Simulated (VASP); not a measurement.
## Na: single point with LDA

Na:

```xyz
1
Lattice="-2.1715 1.8883 2.6373 2.1715 -1.8883 2.6373 2.1715 1.8883 -2.6373" Properties=species:S:1:pos:R:3 pbc="T T T"
Na    0.0000    0.0000    0.0000
```

This cell differs from its parent crystal: strain +0.1500 x Voigt [1, 0, 0, 0, 0, 0].

- Program: VASP 6.6.1
- Task: single point
- Functional: LDA
- Potentials or basis: VASP PAW LDA potentials, release 64 (Na_pv)
- Cutoff: 520 eV
- k mesh: 18 × 18 × 18
- Occupations: gaussian, width 0.15 eV
- Spin: no spin polarisation

```yaml
Pressure: -1.4 GPa
```

Stress tensor (GPa, compression positive):
```
-1.81  0.00  0.00
 0.00 -0.98  0.00
 0.00  0.00 -1.50
```

Levels at points of the mesh, in eV from the Fermi level:
```csv
k point,band 1,band 2,band 3,band 4,band 5,band 6,band 7,band 8,band 9
"(0.00, 0.00, 0.00)",-25.09,-25.09,-25.09,-2.97,9.03,10.05,10.08,10.09,11.37
"(0.50, 0.00, 0.00)",-25.11,-25.09,-25.09,0.85,1.18,7.96,8.49,8.77,9.38
"(0.00, 0.50, 0.00)",-25.11,-25.09,-25.09,0.35,0.41,9.79,9.94,10.35,10.68
"(0.50, 0.50, 0.00)",-25.11,-25.10,-25.09,1.42,1.87,6.16,6.66,6.76,8.16
"(0.50, 0.50, 0.50)",-25.11,-25.10,-25.10,2.14,2.65,4.64,4.94,7.22,8.02
```

It took 3.7 min on 1 thread of Intel(R) Xeon(R) Platinum 8259CL CPU @ 2.50GHz (Skylake/Cascade Lake) (shared host), peak memory 0.38 GiB.

Caveat: the cell differs from its parent crystal (strain +0.1500 x Voigt [1, 0, 0, 0, 0, 0]).
